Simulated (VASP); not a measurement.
Al3Cu: single point with PBEsol

The system is Al3Cu.

```xyz
4
Lattice="2.7043 0.0000 0.0000 0.0000 2.7043 0.0000 0.0000 0.0000 7.9892" Properties=species:S:1:pos:R:3 pbc="T T T"
Al    0.0000    0.0000    3.9946
Al    1.3521    1.3521    1.8516
Al    1.3521    1.3521    6.1376
Cu    0.0000    0.0000    0.0000
```

This cell differs from its parent crystal: strained and its atoms moved.

```
Program                : VASP 6.6.1
Task                   : single point
Functional             : PBEsol
Potentials or basis    : VASP PAW PBE potentials, release 64 (Al, Cu)
Cutoff                 : 520 eV
k mesh                 : 16 × 16 × 6
Occupations            : gaussian, width 0.1 eV
Spin                   : no spin polarisation
Dipole correction      : no
Further INCAR settings : ALGO = Fast; EDIFF = 1e-06; NBANDS = 18
```

The pressure is 0.2 GPa and the largest force is 0.402 eV/Å. The band gap on the k mesh is zero (bands 10 and 11 overlap by 4.99 eV).

Forces on the atoms (eV/Å):
```
Al   0.000  0.000  0.000
Al   0.000  0.000 -0.402
Al   0.000  0.000  0.402
Cu   0.000  0.000  0.000
```

Stress tensor (GPa, compression positive):
```
 3.41  0.00  0.00
 0.00  3.41  0.00
 0.00  0.00 -6.19
```

Levels at points of the mesh, in eV from the Fermi level:
```csv
k point,band 7,band 8,band 9,band 10,band 11,band 12,band 13,band 14
"(0.00, 0.00, 0.00)",-3.41,-2.98,-2.79,-0.56,6.66,7.52,7.52,8.15
"(0.50, 0.00, 0.00)",-3.73,-3.47,-3.31,-2.63,-1.62,1.97,3.15,3.26
"(0.50, 0.50, 0.00)",-2.27,-0.34,-0.10,0.34,0.34,0.40,0.40,0.82
"(0.00, 0.00, 0.50)",-3.41,-3.41,-2.98,2.56,4.05,6.64,7.85,7.85
"(0.50, 0.00, 0.50)",-3.47,-3.31,-2.57,-1.42,-1.25,-0.08,0.29,7.48
"(0.50, 0.50, 0.50)",-1.69,-1.39,-1.39,-0.38,-0.30,0.93,2.07,3.21
```

Run time: 4.9 min on 1 thread of Intel Xeon 8259CL (shared host), peak memory 0.29 GiB.

Caveat: the cell differs from its parent crystal (strained and its atoms moved); the PAW data sets were made with another functional, which shifts forces and pressure a little.
